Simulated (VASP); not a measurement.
# Ni in VASP: a series of runs

The runs below take Ni through single point, with PBE.

Program: VASP 6.6.1. These are calculated values, not measurements. Logs are shortened: lines on timing, memory, paths and dates and some standing lists are left out, and cuts for length are marked.

### Step 1. The cell of the first run

The cell holds a slab with vacuum, 3 atoms: a = 2.488 Å, b = 3.519 Å, c = 18.488 Å, α = 90.00°, β = 90.00°, γ = 90.00°.

### Step 2. Single point, PBE, collinear spin, ferromagnetic start

INCAR reads:

```
SYSTEM = Ni
ALGO = Normal ; DIPOL = 0.5 0.5 0.500
EDIFF = 1E-7 ; ENCUT = 520
GGA = PE ; IDIPOL = 3
ISIF = 2 ; ISMEAR = -1
ISPIN = 2 ; LASPH = .True.
LCHARG = .False. ; LDIPOL = .True.
LMAXMIX = 4 ; LORBIT = 11
LREAL = .False. ; LWAVE = .False.
MAGMOM = 1 1 1 ; NBANDS = 26
NELM = 150 ; PREC = Accurate
SIGMA = 0.05
```

KPOINTS reads:

```
k-points
0
Gamma
  15 10 1
  0 0 0
```

POSCAR reads:

```
Ni
1.0
    2.4880368655      0.0000000000      0.0000000000
    0.0000000000      3.5186154789      0.0000000000
    0.0000000000      0.0000000000     18.4880000000
Ni
3
Direct
    0.0000000000      0.0000000000      0.4376885798
    0.5000000000      0.5000000000      0.5000000068
    0.0000000000      0.0000000000      0.5623114134
```

Potentials or basis: VASP PAW PBE potentials, release 64 (Ni).

The run is started by

```sh
$ cat potpaw_PBE.64/Ni/POTCAR > POTCAR
$ mpirun -np 1 vasp_std > vasp.out
```

OUTCAR:

```text
SYSTEM = Ni
   EDIFF = 1E-7
   ENCUT = 520
   GGA = PE
   ISIF = 2
   ISMEAR = -1
   ISPIN = 2
   LASPH = .True.
   LORBIT = 11
   LREAL = .False.
   NELM = 150
   PREC = Accurate

 ion  position               nearest neighbor table
   1  0.000  0.000  0.438-   3 2.30   2 2.44   2 2.44   2 2.44   2 2.44
   2  0.500  0.500  0.500-   3 2.44   3 2.44   3 2.44   3 2.44   1 2.44   1 2.44   1 2.44   1 2.44

   3  0.000  0.000  0.562-   1 2.30   2 2.44   2 2.44   2 2.44   2 2.44

  LATTYP: Found a simple orthorhombic cell.
 ALAT       =     2.4880368655
 B/A-ratio  =     1.4142135624
 C/A-ratio  =     7.4307580633

  Lattice vectors:

 A1 = (   2.4880368655,   0.0000000000,   0.0000000000)
 A2 = (   0.0000000000,   3.5186154789,   0.0000000000)
 A3 = (   0.0000000000,   0.0000000000,  18.4880000000)

Analysis of symmetry for initial positions (statically):
=====================================================================
 Subroutine PRICEL returns:
 Original cell was already a primitive cell.

 Routine SETGRP: Setting up the symmetry group for a
 simple orthorhombic supercell.

 Subroutine GETGRP returns: Found  8 space group operations
 (whereof  8 operations were pure point group operations)
 out of a pool of  8 trial point group operations.

The static configuration has the point symmetry D_2h.

Analysis of symmetry for dynamics (positions and initial velocities):
=====================================================================
 Subroutine PRICEL returns:
 Original cell was already a primitive cell.

 Routine SETGRP: Setting up the symmetry group for a
 simple orthorhombic supercell.

 Subroutine GETGRP returns: Found  8 space group operations
 (whereof  8 operations were pure point group operations)
 out of a pool of  8 trial point group operations.

The dynamic configuration has the point symmetry D_2h.

Analysis of structural, dynamic, and magnetic symmetry:
=====================================================================
 Subroutine PRICEL returns:
 Original cell was already a primitive cell.

 Routine SETGRP: Setting up the symmetry group for a
 simple orthorhombic supercell.

 Subroutine GETGRP returns: Found  8 space group operations
 (whereof  8 operations were pure point group operations)
 out of a pool of  8 trial point group operations.

The overall configuration has the point symmetry D_2h.

 Subroutine INISYM returns: Found  8 space group operations
 (whereof  8 operations are pure point group operations),
 and found     1 'primitive' translations

----------------------------------------------------------------------------------------

                                     Primitive cell

  volume of cell :     161.8522

  direct lattice vectors                    reciprocal lattice vectors
     2.488036865  0.000000000  0.000000000     0.401923305  0.000000000  0.000000000
     0.000000000  3.518615479  0.000000000     0.000000000  0.284202694  0.000000000
     0.000000000  0.000000000 18.488000000     0.000000000  0.000000000  0.054089139

  length of vectors
     2.488036865  3.518615479 18.488000000     0.401923305  0.284202694  0.054089139

  position of ions in fractional coordinates (direct lattice)
     0.000000000  0.000000000  0.437688580
     0.500000000  0.500000000  0.500000007
     0.000000000  0.000000000  0.562311413

  ion indices of the primitive-cell ions
   primitive index   ion index
                 1           1
                 2           2
                 3           3

----------------------------------------------------------------------------------------

 KPOINTS: k-points

Automatic generation of k-mesh.
 Grid dimensions read from file:
 generate k-points for:   15   10    1

 Generating k-lattice:

  Cartesian coordinates                     Fractional coordinates (reciprocal lattice)
     0.026794887  0.000000000  0.000000000     0.066666667  0.000000000  0.000000000
     0.000000000  0.028420269  0.000000000     0.000000000  0.100000000  0.000000000
     0.000000000  0.000000000  0.054089139     0.000000000  0.000000000  1.000000000

  Length of vectors
     0.026794887  0.028420269  0.054089139

  Shift w.r.t. Gamma in fractional coordinates (k-lattice)
     0.000000000  0.000000000  0.000000000

 Subroutine IBZKPT returns following result:
 ===========================================

 Found     48 irreducible k-points:

 Following reciprocal coordinates:
            Coordinates               Weight
  0.000000  0.000000  0.000000      1.000000
  0.066667  0.000000  0.000000      2.000000
  0.133333  0.000000  0.000000      2.000000
  0.200000  0.000000  0.000000      2.000000
  0.266667  0.000000  0.000000      2.000000
  0.333333  0.000000  0.000000      2.000000
[... 16 lines left out ...]
  0.400000  0.200000  0.000000      4.000000
  0.466667  0.200000  0.000000      4.000000
 [... further k-points ...]
   k-points           NKPTS =     48   k-points in BZ     NKDIM =     48   number of bands    NBANDS=     26
   number of dos      NEDOS =    301   number of ions     NIONS =      3
   total plane-waves  NPLWV =  78400
   dimension x,y,z NGX =    20 NGY =   28 NGZ =  140
   dimension x,y,z NGXF=    40 NGYF=   56 NGZF=  280
   ions per type =               3
   NGX,Y,Z   is equivalent  to a cutoff of  13.36, 13.23, 12.59 a.u.
   NGXF,Y,Z  is equivalent  to a cutoff of  26.73, 26.46, 25.18 a.u.
 SYSTEM =  Ni
   PREC   = accura    normal or accurate (medium, high low for compatibility)
   ISTART =      0    job   : 0-new  1-cont  2-samecut
   ICHARG =      2    charge: 1-file 2-atom 10-const
   ISPIN  =      2    spin polarized calculation?
   LNONCOLLINEAR =      F non collinear calculations
   LSORBIT =      F    spin-orbit coupling
   LASPH  =      T    aspherical Exc in radial PAW
   ENCUT  =  520.0 eV  38.22 Ry    6.18 a.u.   4.63  6.54 34.38*2*pi/ulx,y,z
   NELM   =    150;   NELMIN=  2; NELMDL= -5     # of ELM steps
   EDIFF  = 0.1E-06   stopping-criterion for ELM
   LREAL  =      F    real-space projection
   EDIFFG = 0.1E-05   stopping-criterion for IOM
   NSW    =      0    number of steps for IOM
   IBRION =     -1    ionic relax: 0-MD 1-quasi-New 2-CG
   NFREE  =      0    steps in history (QN), initial steepest desc. (CG)
   ISIF   =      2    stress and relaxation
   ISYM   =      2    0-nonsym 1-usesym 2-fastsym
   POTIM  = 0.5000    time-step for ionic-motion
   TEBEG  =    0.0;   TEEND  =   0.0 temperature during run
   PSTRESS=    0.0 pullay stress
   NELECT =      30.0000    total number of electrons
   NUPDOWN=      -1.0000    fix difference up-down
   EMIN   =  10.00;   EMAX   =-10.00  energy-range for DOS
   EFERMI =   0.00;   METHOD = LEGACY
   ISMEAR =    -1;   SIGMA  =   0.05  broadening in eV -4-tet -1-fermi 0-gaus
   EFERMI_NEDOS =   21; number of points for ismear=-14 and -15
   IALGO  =     38    algorithm
   IMIX   =      4    mixing-type and parameters
     AMIX     =   0.40;   BMIX     =  1.00
     AMIX_MAG =   1.60;   BMIX_MAG =  1.00
  volume/ion in A,a.u.               =      53.95       364.08
  Fermi-wavevector in a.u.,A,eV,Ry     =   0.933417  1.763902 11.854313  0.871267
  Thomas-Fermi vector in A             =   2.060116
   LORBIT       =     11    0 simple, 1 ext, 2 COOP (PROOUT), +10 PAW based schemes
   GGA     = PE    functional components
   LHFCALC =     F    Hartree Fock is set to
   AEXX    =    0.0000 exact exchange contribution
   IVDW    =     0    specifies the selected vdW correction
   LEPSILON=     F    determine dielectric tensor
   LRPA    =     F    only Hartree local field effects (RPA)
 spin polarized calculation
  energy-cutoff  :      520.00
  volume of cell :      161.85
 maximum number of plane-waves:      4399
 NGX is ok and might be reduce to    20
   NGX =  9   NGY = 13   NGZ = 69

 dipolmoment           0.000000      0.000000      0.000000 electrons x Angstroem

 number of electron      29.9999989 magnetization       2.2961503

 dipolmoment           0.000000      0.000000     -0.000000 electrons x Angstroem

 Free energy of the ion-electron system (eV)
  ---------------------------------------------------
  ext. energy  EPLUGINS =         0.00000000
  ---------------------------------------------------
  free energy    TOTEN  =       -13.99885552 eV

  energy without entropy =      -13.95137407  energy(sigma->0) =      -13.97511480

 E-fermi :  -1.5728     XC(G=0):  -3.7507

 val. band max:       -1.5750947538   @ k =   0.2667   0.5000   0.0000
 cond. band min:      -1.5726341214   @ k =   0.3333   0.3000   0.0000
 fundamental gap:      0.0024606324
 Fermi energy:        -1.5728246066

 spin component 1

 k-point     1 :       0.0000    0.0000    0.0000
  band No.  band energies     occupation
      1      -8.9564      1.00000
      2      -5.6459      1.00000
      3      -5.4568      1.00000
      4      -5.1015      1.00000
      5      -4.0809      1.00000
      6      -4.0537      1.00000
[... 685 lines left out ...]
     25       8.7488      0.00000
     26       9.5627      0.00000

 [... further k-points ...]

 spin component 2

 k-point     1 :       0.0000    0.0000    0.0000
  band No.  band energies     occupation
      1      -8.9542      1.00000
      2      -5.1655      1.00000
      3      -5.1286      1.00000
      4      -4.3592      1.00000
      5      -3.5510      1.00000
      6      -3.3595      1.00000
[... 685 lines left out ...]
     25       8.8806      0.00000
     26       9.6628      0.00000

 [... further k-points ...]

------------------------ aborting loop because EDIFF is reached ----------------------------------------

 vacuum level on the upper side and lower side of the slab       (xc-potential included)        -0.003        -0.003

  FORCE on cell =-STRESS in cart. coord.  units (eV):
  Direction    XX          YY          ZZ          XY          YZ          ZX
  --------------------------------------------------------------------------------------
  -------------------------------------------------------------------------------------
  Total       -1.7726687     -1.3993770     -0.0134912     -0.0000000      0.0000000      0.0000000
  in kB      -17.5476759    -13.8524555     -0.1335496     -0.0000000      0.0000000      0.0000000
  external PRESSURE =     -10.5112270 kB  Pullay stress =       0.0000000 kB

 VOLUME and BASIS-vectors are now :
 -----------------------------------------------------------------------------
  energy-cutoff  :      520.00
  volume of cell :      161.85
      direct lattice vectors                 reciprocal lattice vectors
     2.488036865  0.000000000  0.000000000     0.401923305  0.000000000  0.000000000
     0.000000000  3.518615479  0.000000000     0.000000000  0.284202694  0.000000000
     0.000000000  0.000000000 18.488000000     0.000000000  0.000000000  0.054089139

 POSITION                                       TOTAL-FORCE (eV/Angst)
 -----------------------------------------------------------------------------------
      0.00000      0.00000      8.09199         0.000000     -0.000000      0.004027
      1.24402      1.75931      9.24400         0.000000      0.000000      0.000000
      0.00000      0.00000     10.39601         0.000000      0.000000     -0.004027
 -----------------------------------------------------------------------------------
    total drift:                                0.000000      0.000000     -0.000021

  FREE ENERGIE OF THE ION-ELECTRON SYSTEM (eV)
  ---------------------------------------------------
  free  energy   TOTEN  =       -13.9988555195 eV

  energy  without entropy=      -13.9513740743  energy(sigma->0) =      -13.97511480

 vacuum level on the upper side and lower side of the slab         2.846         2.846

 total charge

# of ion       s       p       d       tot
------------------------------------------
    1        0.483   0.327   8.334   9.144
    2        0.504   0.466   8.306   9.277
    3        0.483   0.327   8.334   9.144
--------------------------------------------------
tot          1.470   1.120  24.974  27.565

 magnetization (x)

# of ion       s       p       d       tot
------------------------------------------
    1        0.002  -0.009   0.814   0.807
    2       -0.005  -0.023   0.683   0.656
    3        0.002  -0.009   0.814   0.807
--------------------------------------------------
tot         -0.001  -0.041   2.312   2.270
```

Wall time 17 min (1 thread of Intel Xeon 8259CL, shared host); peak memory 0.5 GiB.

What came out:

```yaml
Free_energy: -13.9989 eV
Largest_force: 0.004 eV/Å
Net_moment: 2.30 μB per cell
Site_moments: Ni +0.81, +0.66 (each value once) μB
Valence_electrons_inside_the_program's_atomic_spheres: Ni 9.14, 9.28 (each value once)
```

Forces on the atoms (eV/Å):
```
Ni   0.000  0.000  0.004
Ni   0.000  0.000  0.000
Ni   0.000  0.000 -0.004
```

### Step 3. Single point, PBE, collinear spin, ferromagnetic start

INCAR reads:

```
  PREC = Accurate
  ENCUT = 520
  EDIFF = 1E-6
  ISMEAR = -1
  SIGMA = 0.05
  LREAL = F
  LASPH = T
  NELM = 200
  ALGO = Normal
  ISIF = 2
  LWAVE = F
  LCHARG = F
  ISPIN = 2
  MAGMOM = 1 1 1
  LORBIT = 11
  LMAXMIX = 4
  LDIPOL = T
  IDIPOL = 3
  DIPOL = 0.5 0.5 0.500
  GGA = PE
  NBANDS = 26
  GGA_COMPAT = F
  NELMDL = -8
```

KPOINTS reads:

```
Automatic mesh
0
Gamma
  15 10 1
```

POSCAR reads:

```
Ni
1.0
    2.4880368655      0.0000000000      0.0000000000
    0.0000000000      3.5186154789      0.0000000000
    0.0000000000      0.0000000000     18.4880000000
Ni
3
Direct
    0.0000000000      0.0000000000      0.4376885799
    0.5000000000      0.5000000000      0.5000000073
    0.0000000000      0.0000000000      0.5623114128
```

Potentials or basis: VASP PAW PBE potentials, release 64 (Ni).

The run is started by

```sh
$ cat potpaw_PBE.64/Ni/POTCAR > POTCAR
$ mpirun -np 1 vasp_std > vasp.out
```

Run time: 6.4 min. Hardware: 1 thread of Intel Xeon 6975P-C (Granite Rapids), shared host; peak memory 0.49 GiB.

Results (log left out):

```yaml
Free_energy: -13.9988 eV
Largest_force: 0.005 eV/Å
Net_moment: 2.30 μB per cell
Site_moments: Ni +0.81, +0.66 (each value once) μB
Valence_electrons_inside_the_program's_atomic_spheres: Ni 9.14, 9.28 (each value once)
```

Forces on the atoms (eV/Å):
```
Ni   0.000  0.000  0.005
Ni   0.000  0.000  0.000
Ni   0.000  0.000 -0.005
```

Levels at points of the mesh, in eV from the Fermi level:
Spin up:
| k point | band 12 | band 13 | band 14 | band 15 | band 16 | band 17 | band 18 | band 19 | band 20 | band 21 |
| --- | --- | --- | --- | --- | --- | --- | --- | --- | --- | --- |
| (0.00, 0.00, 0.00) | -1.37 | -1.15 | -1.13 | -1.04 | -0.70 | -0.52 | 1.39 | 3.98 | 4.37 | 4.65 |
| (0.00, 0.50, 0.00) | -1.32 | -1.04 | -0.78 | -0.75 | -0.60 | -0.52 | 0.73 | 1.37 | 2.79 | 6.12 |
Spin down:
| k point | band 12 | band 13 | band 14 | band 15 | band 16 | band 17 |
| --- | --- | --- | --- | --- | --- | --- |
| (0.00, 0.00, 0.00) | -0.63 | -0.35 | -0.23 | -0.15 | -0.04 | 0.44 |
| (0.00, 0.50, 0.00) | -0.42 | -0.14 | -0.04 | 0.03 | 0.15 | 0.38 |

### Step 4. Single point, PBE, collinear spin, ferromagnetic start

INCAR reads:

```
ALGO = Normal
DIPOL = 0.5 0.5 0.500
EDIFF = 1E-7
ENCUT = 520
GGA = PE
IDIPOL = 3
ISIF = 2
ISMEAR = -1
ISPIN = 2
LASPH = T
LCHARG = F
LDIPOL = T
LMAXMIX = 4
LORBIT = 11
LREAL = F
LWAVE = F
MAGMOM = 1 1 1
NBANDS = 26
NELM = 150
PREC = Accurate
SIGMA = 0.05
```

KPOINTS reads:

```
k-points
0
Gamma
  15 10 1
```

POSCAR reads:

```
Ni
1.0
    2.4880368655      0.0000000000      0.0000000000
    0.0000000000      3.5186154789      0.0000000000
    0.0000000000      0.0000000000     18.4880000000
Ni
3
Direct
    0.0000000000      0.0000000000      0.4327121142
    0.5000000000      0.5000000000      0.5000000000
    0.0000000000      0.0000000000      0.5672878858
```

Potentials or basis: VASP PAW PBE potentials, release 64 (Ni).

The run is started by

```sh
$ cat potpaw_PBE.64/Ni/POTCAR > POTCAR
$ mpirun -np 1 vasp_std > vasp.out
```

OUTCAR:

```text
EDIFF = 1E-7
   ENCUT = 520
   GGA = PE
   ISIF = 2
   ISMEAR = -1
   ISPIN = 2
   LASPH = T
   LORBIT = 11
   LREAL = F
   NELM = 150
   PREC = Accurate

 ion  position               nearest neighbor table
   1  0.000  0.000  0.433-   3 2.49   2 2.49   2 2.49   2 2.49   2 2.49
   2  0.500  0.500  0.500-   1 2.49   3 2.49   1 2.49   3 2.49   1 2.49   3 2.49   1 2.49   3 2.49

   3  0.000  0.000  0.567-   1 2.49   2 2.49   2 2.49   2 2.49   2 2.49

  LATTYP: Found a simple orthorhombic cell.
 ALAT       =     2.4880368655
 B/A-ratio  =     1.4142135624
 C/A-ratio  =     7.4307580633

  Lattice vectors:

[... 1620 lines left out ...]
  volume of cell :      161.85
      direct lattice vectors                 reciprocal lattice vectors
     2.488036865  0.000000000  0.000000000     0.401923305  0.000000000  0.000000000
     0.000000000  3.518615479  0.000000000     0.000000000  0.284202694  0.000000000
     0.000000000  0.000000000 18.488000000     0.000000000  0.000000000  0.054089139

 POSITION                                       TOTAL-FORCE (eV/Angst)
 -----------------------------------------------------------------------------------
      0.00000      0.00000      7.99998         0.000000      0.000000      0.860739
      1.24402      1.75931      9.24400         0.000000      0.000000      0.000000
      0.00000      0.00000     10.48802         0.000000     -0.000000     -0.860739
 -----------------------------------------------------------------------------------
    total drift:                                0.000000      0.000000      0.000000

  FREE ENERGIE OF THE ION-ELECTRON SYSTEM (eV)
  ---------------------------------------------------
  free  energy   TOTEN  =       -13.9069694383 eV

  energy  without entropy=      -13.8456770565  energy(sigma->0) =      -13.87632325

 vacuum level on the upper side and lower side of the slab         2.869         2.869

 total charge

# of ion       s       p       d       tot
------------------------------------------
    1        0.462   0.291   8.314   9.066
    2        0.486   0.436   8.284   9.206
    3        0.462   0.291   8.314   9.066
--------------------------------------------------
tot          1.410   1.018  24.911  27.339

 magnetization (x)

# of ion       s       p       d       tot
------------------------------------------
    1        0.004  -0.011   0.836   0.830
    2       -0.005  -0.023   0.716   0.688
    3        0.004  -0.011   0.836   0.830
--------------------------------------------------
tot          0.003  -0.044   2.389   2.348
```

OSZICAR:

```text
N       E                     dE             d eps       ncg     rms          rms(c)
DAV:   1     0.175838313009E+03    0.17584E+03   -0.11985E+04  4992   0.102E+03
DAV:   2    -0.767975574286E+01   -0.18352E+03   -0.17097E+03  5070   0.238E+02
DAV:   3    -0.161544242060E+02   -0.84747E+01   -0.83341E+01  5718   0.715E+01
[... 26 lines left out ...]
DAV:  30    -0.139069680858E+02   -0.31119E-05   -0.71489E-08  3880   0.112E-03    0.296E-04
DAV:  31    -0.139069689633E+02   -0.87748E-06   -0.55747E-08  3826   0.685E-04    0.305E-04
DAV:  32    -0.139069692415E+02   -0.27821E-06   -0.15171E-08  3778   0.435E-04    0.253E-04
DAV:  33    -0.139069693527E+02   -0.11120E-06   -0.28210E-09  3716   0.311E-04    0.185E-04
DAV:  34    -0.139069694383E+02   -0.85592E-07   -0.44591E-09  3612   0.366E-04
   1 F= -.13906969E+02 E0= -.13876323E+02  d E =-.612924E-01  mag=     2.3508
```

stdout:

```text
POSCAR found type information on POSCAR Ni
 POSCAR found :  1 types and       3 ions
 scaLAPACK will be used
 LDA part: xc-table for (Slater+PW92), standard interpolation
 POSCAR, INCAR and KPOINTS ok, starting setup
 FFT: planning ... GRIDC
 FFT: planning ... GRID_SOFT
 FFT: planning ... GRID
 WAVECAR not read
 entering main loop
```

Run time: 7.4 min. Hardware: 1 thread of Intel Xeon 6975P-C (Granite Rapids), shared host; peak memory 0.5 GiB.

Results:

* Free energy: -13.9070 eV
* Largest force: 0.861 eV/Å
* Net moment: 2.35 μB per cell
* Site moments: Ni +0.83, +0.69 (each value once) μB
* Valence electrons inside the program's atomic spheres: Ni 9.07, 9.21 (each value once)

Forces in eV/Å, atoms in the order of the input:
```
Ni   0.000  0.000  0.861
Ni   0.000  0.000  0.000
Ni   0.000  0.000 -0.861
```
